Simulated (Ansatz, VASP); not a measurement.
# One calculation of ZnAu, two programs

The input POSCAR:

```
ZnAu
1.0
    3.1485066216      0.0000000000      0.0000000000
    0.0000000000      3.1485066216      0.0000000000
    0.0000000000      0.0000000000      3.2901894196
Zn Au
1 1
Direct
    0.5000000000      0.5000000000      0.5000000000
    0.0000000000      0.0000000000      0.0000000000
```

The input INCAR.step1:

```
SYSTEM = ZnAu
PREC = Accurate ; ENCUT = 520
ISMEAR = 0 ; SIGMA = 0.1
LREAL = .False. ; LASPH = .True.
NELM = 60 ; NBANDS = 18
GGA = PE ; ALGO = Normal
EDIFF = 1E-4 ; LWAVE = .True.
LCHARG = .False.
```

INCAR.step2

```
SYSTEM = ZnAu
PREC = Accurate ; ENCUT = 520
EDIFF = 1E-7 ; ISMEAR = 0
SIGMA = 0.1 ; LREAL = .False.
LASPH = .True. ; NELM = 60
ALGO = Normal ; ISIF = 2
LWAVE = .False. ; LCHARG = .False.
METAGGA = R2SCAN ; LMIXTAU = .True.
NBANDS = 18 ; ISTART = 1
```

File KPOINTS:

```
Automatic mesh
0
Gamma
  16 16 16
  0 0 0
```

Input for Ansatz:

```yaml
crystal:
  lattice:
    - [3.1485066216, 0.0, 0.0]
    - [0.0, 3.1485066216, 0.0]
    - [0.0, 0.0, 3.2901894196]
  atoms:
    - { symbol: Zn, position: [0.5, 0.5, 0.5] }
    - { symbol: Au, position: [0.0, 0.0, 0.0] }
basis:
  ecutwfc: 500
kpoints:
  mp_grid: { grid: [16, 16, 16] }
hamiltonian:
  xc: r2scan
scf:
  occupations: { method: gaussian, width: 0.1 }
output:
  forces: true
  stress: true
  eigenvalues: true
```

Change from the starting cell: strain along c alone, the other axes held, atoms relaxed: +4.5 %.

Alike in both runs: task single point; functional r2SCAN; k mesh 16 × 16 × 16; occupations gaussian, width 0.1 eV; no spin polarisation.

|  | VASP | Ansatz |
| --- | --- | --- |
| version | VASP 6.6.1 | Ansatz 0.2.0 |
| potentials or method | VASP PAW PBE potentials, release 64 (Zn, Au), cutoff 520 eV | scalar-relativistic, plane waves, PAW |
| valence electrons in the cell | 23 | 31 |

```csv
,VASP,Ansatz,Ansatz less VASP
gap on the k mesh at the Fermi level (eV),none,none,-
pressure (GPa),-5.1,-5.3,-0.20
"traceless stress, the component that is largest in VASP (GPa)",-0.47,-0.56,-0.089
```

VASP's potentials were made for PBE, not for r2SCAN. A gap of «none» marks a metal or a gap that the smearing closes. With one functional, cell and mesh, what is left measures potentials, basis and numerics. VASP's potentials hold 23 valence electrons a cell and Ansatz's 31, so a difference there can come from the potentials and not from the codes.

Spin-orbit coupling is off throughout.
